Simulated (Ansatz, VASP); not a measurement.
# O in VASP and in Ansatz

The input INCAR:

```
PREC = Accurate
ENCUT = 520
EDIFF = 1E-8
ISMEAR = -1
SIGMA = 0.01
LREAL = False
LASPH = True
NELM = 100
ALGO = Normal
ISIF = 2
LWAVE = False
LCHARG = False
GGA = PE
LEFG = True
NBANDS = 13
```

KPOINTS

```
Automatic mesh
0
Gamma
  11 11 8
```

The input POSCAR:

```
O
1.0
    2.7572068918     -1.7498542351      0.0000000000
    2.7572068918      1.7498542351      0.0000000000
   -2.0055095208      0.0000000000      3.5980704000
O
2
Direct
    0.0640000000      0.0640000000      0.1530000000
    0.9360000000      0.9360000000      0.8470000000
```

Input for Ansatz:

```yaml
crystal:
  lattice:
    - [2.7572068918, -1.7498542351, 0.0]
    - [2.7572068918, 1.7498542351, 0.0]
    - [-2.0055095208, 0.0, 3.5980704]
  atoms:
    - { symbol: O, position: [0.064, 0.064, 0.153] }
    - { symbol: O, position: [0.936, 0.936, 0.847] }
kpoints:
  mp_grid: { grid: [11, 11, 8] }
scf:
  occupations: { method: fermi_dirac, width: 0.01 }
hamiltonian:
  xc: pbe
  pseudopotentials: { kind: paw }
output:
  forces: true
  stress: true
  eigenvalues: true
  efg: { contact_densities: true }
```

Change from the starting cell: z stretched by -4 % at fixed volume, PAW files.

Alike in both runs: task electric field gradients; functional PBE; k mesh 11 × 11 × 8; occupations fermi-dirac, width 0.01 eV; no spin polarisation.

|  | VASP | Ansatz |
| --- | --- | --- |
| version | VASP 6.6.1 | Ansatz 0.2.0 |
| potentials or method | VASP PAW PBE potentials, release 64 (O) | PAW with Ansatz's default frozen-core files, scalar-relativistic |
| plane-wave cutoff (eV) | 520 | 420 |
| valence electrons in the cell | 12 | 12 |

|  | VASP | Ansatz | Ansatz less VASP |
| --- | --- | --- | --- |
| pressure (GPa) | 22.4 | 17.0 | -5.37 |
| traceless stress, the component that is largest in VASP (GPa) | 52.48 | 41.22 | -11.266 |
| rms of the force components (eV/Å) | 8.610 | 6.650 | -1.9595 |
| size of Vzz on the site where it differs most (V/Å²) | 99.5 | 99.7 | +0.26 |

Atom by atom the forces differ by 1.960 eV/Å (rms over components).

Noted on VASP's run: the standard files for N, O and F lose accuracy on very short bonds; spin is off for a triplet molecule.
